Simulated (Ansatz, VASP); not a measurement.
**One calculation of KI, two programs**

File INCAR:

```
ALGO = Normal
EDIFF = 1E-8
ENCUT = 520
GGA = PE
ISIF = 2
ISMEAR = -1
LASPH = True
LCHARG = False
LEFG = True
LREAL = False
LWAVE = False
NBANDS = 15
NELM = 100
PREC = Accurate
SIGMA = 0.01
```

KPOINTS

```
k-points
0
Gamma
  8 8 8
```

The input POSCAR:

```
KI
1.0
    0.0000000000      3.4532122741      3.4532122741
    3.4532122741      0.0000000000      3.4532122741
    3.4532122741      3.4532122741      0.0000000000
K I
1 1
Direct
    0.0000000000      0.0000000000      0.0000000000
    0.5000000000      0.5000000000      0.5000000000
```

Input for Ansatz:

```yaml
crystal:
  lattice:
    - [0.0, 3.4532122741, 3.4532122741]
    - [3.4532122741, 0.0, 3.4532122741]
    - [3.4532122741, 3.4532122741, 0.0]
  atoms:
    - { symbol: K, position: [0.0, 0.0, 0.0] }
    - { symbol: I, position: [0.5, 0.5, 0.5] }
kpoints:
  mp_grid: { grid: [8, 8, 8] }
scf:
  occupations: { method: fermi_dirac, width: 0.01 }
hamiltonian:
  xc: pbe
  pseudopotentials: { kind: all_electron, datasets: crystal }
output:
  forces: true
  stress: true
  eigenvalues: true
  efg: { contact_densities: true }
```

Change from the starting cell: volume scaled by 0.9405, crystal datasets.

Alike in both runs: task electric field gradients; functional PBE; k mesh 8 × 8 × 8; occupations fermi-dirac, width 0.01 eV; no spin polarisation.

```csv
,VASP,Ansatz
version,VASP 6.6.1,Ansatz 0.2.0
potentials or method,"VASP PAW PBE potentials, release 64 (K_sv, I), cutoff 520 eV","all-electron PAW with datasets made for the crystal, scalar-relativistic"
```

```tsv
	VASP	Ansatz	Ansatz less VASP
gap on the k mesh at the Fermi level (eV)	4.13	4.13	+0.004
pressure (GPa)	1.7	1.7	-0.04
```

Ansatz ran all-electron here, and VASP with PAW potentials.

Spin-orbit coupling is off throughout.
